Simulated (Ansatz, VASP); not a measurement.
NbRu3: VASP beside Ansatz

INCAR

```
PREC = Accurate
ENCUT = 520
EDIFF = 1E-8
ISMEAR = -1
SIGMA = 0.05
LREAL = F
LASPH = T
NELM = 100
ALGO = Normal
ISIF = 2
LWAVE = F
LCHARG = F
GGA = CA
LEFG = T
NBANDS = 36
```

Contents of KPOINTS:

```
Automatic mesh
0
Gamma
  9 9 9
```

Contents of POSCAR:

```
NbRu3
1.0
    3.9560977510      0.0000000000      0.0000000000
    0.0000000000      3.9560977510      0.0000000000
    0.0000000000      0.0000000000      3.9560977510
Nb Ru
1 3
Direct
    0.0000000000      0.0000000000      0.0000000000
    0.0000000000      0.5000000000      0.5000000000
    0.5000000000      0.0000000000      0.5000000000
    0.5000000000      0.5000000000      0.0000000000
```

Input for Ansatz:

```yaml
crystal:
  lattice:
    - [3.956097751, 0.0, 0.0]
    - [0.0, 3.956097751, 0.0]
    - [0.0, 0.0, 3.956097751]
  atoms:
    - { symbol: Nb, position: [0.0, 0.0, 0.0] }
    - { symbol: Ru, position: [0.0, 0.5, 0.5] }
    - { symbol: Ru, position: [0.5, 0.0, 0.5] }
    - { symbol: Ru, position: [0.5, 0.5, 0.0] }
kpoints:
  mp_grid: { grid: [9, 9, 9] }
scf:
  occupations: { method: fermi_dirac, width: 0.05 }
hamiltonian:
  xc: lda
  pseudopotentials: { kind: all_electron, datasets: crystal }
output:
  forces: true
  stress: true
  eigenvalues: true
  efg: { contact_densities: true }
```

Change from the starting cell: volume scaled by 1.06, crystal datasets.

Alike in both runs: task electric field gradients; functional LDA; k mesh 9 × 9 × 9; occupations fermi-dirac, width 0.05 eV; no spin polarisation.

|  | VASP | Ansatz |
| --- | --- | --- |
| version | VASP 6.6.1 | Ansatz 0.2.0 |
| potentials or method | VASP PAW LDA potentials, release 64 (Nb_sv, Ru_pv), cutoff 520 eV | all-electron PAW with datasets made for the crystal, scalar-relativistic |

|  | VASP | Ansatz | Ansatz less VASP |
| --- | --- | --- | --- |
| pressure (GPa) | -24.1 | -24.4 | -0.33 |
| size of Vzz on the site where it differs most (V/Å²) | 4.9 | 3.6 | -1.27 |

LDA's correlation is that of Perdew and Zunger in VASP and of Perdew and Wang (1992) in Ansatz. Ansatz ran all-electron here, and VASP with PAW potentials.
